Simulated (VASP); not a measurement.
# Zr (Fm-3m) in VASP: single point with PBEsol

Aim: the single point of Zr with PBEsol.

Everything below comes from runs of VASP 6.6.1. Logs are shortened: lines on timing, memory, paths and dates and some standing lists are left out, and cuts for length are marked.

**1. The cell of the first run**

Symmetry: Fm-3m, No. 225, cubic system. Conventional cell: a = 4.600 Å, b = 4.600 Å, c = 4.600 Å, α = 90.00°, β = 90.00°, γ = 90.00°. Zr (site symmetry m-3m) has 12 Zr at 3.25 Å within 4.3 Å.

**2. Single point, PBEsol**

INCAR reads:

```
PREC = Accurate
ENCUT = 500
EDIFF = 1E-6
ISMEAR = 1
SIGMA = 0.1
LREAL = False
LASPH = True
NELM = 120
ALGO = Normal
ISIF = 2
LWAVE = False
LCHARG = False
GGA = PS
NBANDS = 12
GGA_COMPAT = False
```

KPOINTS reads:

```
Automatic mesh
0
Gamma
  9 9 9
```

POSCAR reads:

```
Zr
1.0
    0.0000000000      2.3000000000      2.3000000000
    2.3000000000      0.0000000000      2.3000000000
    2.3000000000      2.3000000000      0.0000000000
Zr
1
Direct
    0.5000000000      0.5000000000      0.5000000000
```

Potentials or basis: VASP PAW PBE potentials, release 64 (Zr_sv).

The run is started by

```sh
cat potpaw_PBE.64/Zr_sv/POTCAR > POTCAR
mpirun -np 1 vasp_std > vasp.out
```

OUTCAR:

```text
PREC = Accurate
   ENCUT = 500
   EDIFF = 1E-6
   ISMEAR = 1
   LREAL = False
   LASPH = True
   NELM = 120
   ISIF = 2
   GGA = PS

 ion  position               nearest neighbor table
   1  0.500  0.500  0.500-

  LATTYP: Found a face centered cubic cell.
 ALAT       =     4.6000000000

  Lattice vectors:

 A1 = (   0.0000000000,   2.3000000000,   2.3000000000)
 A2 = (   2.3000000000,   0.0000000000,   2.3000000000)
 A3 = (   2.3000000000,   2.3000000000,   0.0000000000)

Analysis of symmetry for initial positions (statically):
=====================================================================
 Subroutine PRICEL returns:
 Original cell was already a primitive cell.

 Routine SETGRP: Setting up the symmetry group for a
 face centered cubic supercell.

 Subroutine GETGRP returns: Found 48 space group operations
 (whereof 48 operations were pure point group operations)
 out of a pool of 48 trial point group operations.

The static configuration has the point symmetry O_h .

Analysis of symmetry for dynamics (positions and initial velocities):
=====================================================================
 Subroutine PRICEL returns:
 Original cell was already a primitive cell.

 Routine SETGRP: Setting up the symmetry group for a
 face centered cubic supercell.

 Subroutine GETGRP returns: Found 48 space group operations
 (whereof 48 operations were pure point group operations)
 out of a pool of 48 trial point group operations.

The dynamic configuration has the point symmetry O_h .

 Subroutine INISYM returns: Found 48 space group operations
 (whereof 48 operations are pure point group operations),
 and found     1 'primitive' translations

----------------------------------------------------------------------------------------

                                     Primitive cell

  volume of cell :      24.3340

  direct lattice vectors                    reciprocal lattice vectors
     0.000000000  2.300000000  2.300000000    -0.217391304  0.217391304  0.217391304
     2.300000000  0.000000000  2.300000000     0.217391304 -0.217391304  0.217391304
     2.300000000  2.300000000  0.000000000     0.217391304  0.217391304 -0.217391304

  length of vectors
     3.252691193  3.252691193  3.252691193     0.376532784  0.376532784  0.376532784

  position of ions in fractional coordinates (direct lattice)
     0.500000000  0.500000000  0.500000000

  ion indices of the primitive-cell ions
   primitive index   ion index
[... 74 lines left out ...]
   LREAL  =      F    real-space projection
   EDIFFG = 0.1E-04   stopping-criterion for IOM
   NSW    =      0    number of steps for IOM
   IBRION =     -1    ionic relax: 0-MD 1-quasi-New 2-CG
   NFREE  =      0    steps in history (QN), initial steepest desc. (CG)
   ISIF   =      2    stress and relaxation
   ISYM   =      2    0-nonsym 1-usesym 2-fastsym
   POTIM  = 0.5000    time-step for ionic-motion
   TEBEG  =    0.0;   TEEND  =   0.0 temperature during run
   PSTRESS=    0.0 pullay stress
   NELECT =      12.0000    total number of electrons
   NUPDOWN=      -1.0000    fix difference up-down
   EMIN   =  10.00;   EMAX   =-10.00  energy-range for DOS
   EFERMI =   0.00;   METHOD = LEGACY
   ISMEAR =     1;   SIGMA  =   0.10  broadening in eV -4-tet -1-fermi 0-gaus
   EFERMI_NEDOS =   21; number of points for ismear=-14 and -15
   IALGO  =     38    algorithm
   IMIX   =      4    mixing-type and parameters
     AMIX     =   0.40;   BMIX     =  1.00
     AMIX_MAG =   1.60;   BMIX_MAG =  1.00
  volume/ion in A,a.u.               =      24.33       164.21
  Fermi-wavevector in a.u.,A,eV,Ry     =   1.293394  2.444160 22.760741  1.672867
  Thomas-Fermi vector in A             =   2.425042
   LORBIT       =      0    0 simple, 1 ext, 2 COOP (PROOUT), +10 PAW based schemes
   GGA     = PS    functional components
   LHFCALC =     F    Hartree Fock is set to
   AEXX    =    0.0000 exact exchange contribution
   IVDW    =     0    specifies the selected vdW correction
   LEPSILON=     F    determine dielectric tensor
   LRPA    =     F    only Hartree local field effects (RPA)
 non-spin polarized calculation
 Methfessel and Paxton  Order N= 1 SIGMA  =   0.10
  energy-cutoff  :      500.00
  volume of cell :       24.33
 maximum number of plane-waves:       628
   NGX = 11   NGY = 11   NGZ = 11

 number of electron      12.0000000 magnetization

 Free energy of the ion-electron system (eV)
  ---------------------------------------------------
  ext. energy  EPLUGINS =         0.00000000
  ---------------------------------------------------
  free energy    TOTEN  =        -8.98798120 eV

  energy without entropy =       -8.98564657  energy(sigma->0) =       -8.98720299

 E-fermi :   8.3212     XC(G=0): -11.0019

 val. band max:        8.2992399052   @ k =  -0.3333   0.1111   0.0000
 cond. band min:       8.3219724874   @ k =  -0.3333   0.3333   0.1111
 fundamental gap:      0.0227325822
 Fermi energy:         8.3211728428

 k-point     1 :       0.0000    0.0000    0.0000
  band No.  band energies     occupation
      1     -40.4198      2.00000
      2     -18.0131      2.00000
      3     -18.0131      2.00000
      4     -18.0131      2.00000
      5       2.7917      2.00000
      6       9.2385     -0.00000
      7       9.2385     -0.00000
      8       9.2385     -0.00000
      9      11.5097      0.00000
     10      11.5097      0.00000
     11      18.7083      0.00000
     12      22.6695      0.00000
[... 331 lines left out ...]
 k-point    24 :       0.4444    0.4444    0.0000
  band No.  band energies     occupation
      1     -40.2686      2.00000
      2     -18.7760      2.00000
      3     -18.3033      2.00000
      4     -18.3033      2.00000
      5       5.5018      2.00000
      6       6.3069      2.00000
      7      10.7282      0.00000
      8      13.1339      0.00000
      9      13.3423      0.00000
     10      13.3423      0.00000
     11      18.1667      0.00000
     12      18.1667      0.00000

 [... further k-points ...]
[... 5 lines left out ...]
  --------------------------------------------------------------------------------------
  -------------------------------------------------------------------------------------
  Total       -1.0907393     -1.0907393     -1.0907393     -0.0000000     -0.0000000      0.0000000
  in kB      -71.8154770    -71.8154770    -71.8154770     -0.0000000     -0.0000000      0.0000000
  external PRESSURE =     -71.8154770 kB  Pullay stress =       0.0000000 kB

 VOLUME and BASIS-vectors are now :
 -----------------------------------------------------------------------------
  energy-cutoff  :      500.00
  volume of cell :       24.33
      direct lattice vectors                 reciprocal lattice vectors
     0.000000000  2.300000000  2.300000000    -0.217391304  0.217391304  0.217391304
     2.300000000  0.000000000  2.300000000     0.217391304 -0.217391304  0.217391304
     2.300000000  2.300000000  0.000000000     0.217391304  0.217391304 -0.217391304

 POSITION                                       TOTAL-FORCE (eV/Angst)
 -----------------------------------------------------------------------------------
      2.30000      2.30000      2.30000        -0.000000     -0.000000      0.000000
 -----------------------------------------------------------------------------------
    total drift:                               -0.000000     -0.000000      0.000000

  FREE ENERGIE OF THE ION-ELECTRON SYSTEM (eV)
  ---------------------------------------------------
  free  energy   TOTEN  =        -8.9879811995 eV

  energy  without entropy=       -8.9856465736  energy(sigma->0) =       -8.98720299
```

stdout:

```text
POSCAR found type information on POSCAR Zr
 POSCAR found :  1 types and       1 ions
 scaLAPACK will be used
 -----------------------------------------------------------------------------
|                                                                             |
|                                                                             |
|     You enforced a specific xc type in the INCAR file but a different       |
|     I HOPE YOU KNOW WHAT YOU ARE DOING!                                     |
|                                                                             |
 -----------------------------------------------------------------------------

 LDA part: xc-table for (Slater+PW92), standard interpolation
 POSCAR, INCAR and KPOINTS ok, starting setup
 FFT: planning ... GRIDC
 FFT: planning ... GRID_SOFT
 FFT: planning ... GRID
 WAVECAR not read
 entering main loop
```

Wall time 5.1 s (1 thread of AMD EPYC 9R45 (Zen 5), shared host); peak memory 0.11 GiB.

What came out:

```
Free energy            : -8.9880 eV
Pressure               : -7.2 GPa
Band gap on the k mesh : zero (band 6 reaches 9.24 eV, above the bottom of band 7 at 7.74 eV)
```

Levels at points of the mesh, in eV from the Fermi level:
```csv
k point,band 2,band 3,band 4,band 5,band 6,band 7,band 8,band 9,band 10,band 11
"(0.00, 0.00, 0.00)",-26.33,-26.33,-26.33,-5.53,0.92,0.92,0.92,3.19,3.19,10.39
```

Caveat: the PAW data sets were made with another functional, which shifts forces and pressure a little.
